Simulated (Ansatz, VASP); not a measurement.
# Two plane-wave programs on KMgF3

The input INCAR:

```
PREC     = Accurate       # precision mode
ENCUT    = 520            # plane-wave cutoff, eV
EDIFF    = 1E-6           # SCF threshold, eV
ISMEAR   = 0              # smearing method
SIGMA    = 0.01           # smearing width, eV
LREAL    = False          # projectors in reciprocal space
LASPH    = True           # aspherical terms in the spheres
NELM     = 60             # most SCF steps
ALGO     = Normal         # electronic algorithm
ISIF     = 2              # what is computed and relaxed
LWAVE    = False          # write WAVECAR
LCHARG   = True           # write CHGCAR
GGA      = PE             # functional
LELF     = True           # ELF
LVHAR    = True         
NBANDS   = 24             # bands
```

The input KPOINTS:

```
Automatic mesh
0
Gamma
  6 6 6
```

Contents of POSCAR:

```
KMgF3
1.0
    3.9802385405      0.0000000000      0.0000000000
    0.0000000000      3.9802385405      0.0000000000
    0.0000000000      0.0000000000      3.9802385405
K Mg F
1 1 3
Direct
    0.0000000000      0.0000000000      0.0000000000
    0.5000000000      0.5000000000      0.5000000000
    0.5000000000      0.5000000000      0.0000000000
    0.5000000000      0.0000000000      0.5000000000
    0.0000000000      0.5000000000      0.5000000000
```

Input for Ansatz:

```yaml
crystal:
  lattice:
    - [3.9802385405, 0.0, 0.0]
    - [0.0, 3.9802385405, 0.0]
    - [0.0, 0.0, 3.9802385405]
  atoms:
    - { symbol: K, position: [0.0, 0.0, 0.0] }
    - { symbol: Mg, position: [0.5, 0.5, 0.5] }
    - { symbol: F, position: [0.5, 0.5, 0.0] }
    - { symbol: F, position: [0.5, 0.0, 0.5] }
    - { symbol: F, position: [0.0, 0.5, 0.5] }
kpoints:
  mp_grid: { grid: [6, 6, 6] }
  band_path:
    path: [[0.0, 0.0, 0.0], [0.0, 0.5, 0.0], [0.5, 0.5, 0.0], [0.5, 0.5, 0.5]]
    npoints: 1
hamiltonian:
  xc: pbe
scf:
  occupations: { method: fixed }
  n_extra_bands: 5
output:
  forces: true
  stress: true
  eigenvalues: true
```

Alike in both runs: task single point; functional PBE; k mesh 6 × 6 × 6; no spin polarisation.

|  | VASP | Ansatz |
| --- | --- | --- |
| version | VASP 6.6.1 | Ansatz 0.2.0 |
| potentials or method | VASP PAW PBE potentials, release 64 (K_sv, Mg, F) | plane waves, PAW |
| plane-wave cutoff (eV) | 520 | 420 |
| occupations | gaussian, width 0.01 eV | fixed |
| valence electrons in the cell | 32 | 40 |

```tsv
	VASP	Ansatz	Ansatz less VASP
gap on the k mesh at the Fermi level (eV)	7.34	7.37	+0.030
pressure (GPa)	3.7	4.1	+0.43
```

VASP's potentials hold 32 valence electrons a cell and Ansatz's 40, so a difference there can come from the potentials and not from the codes.
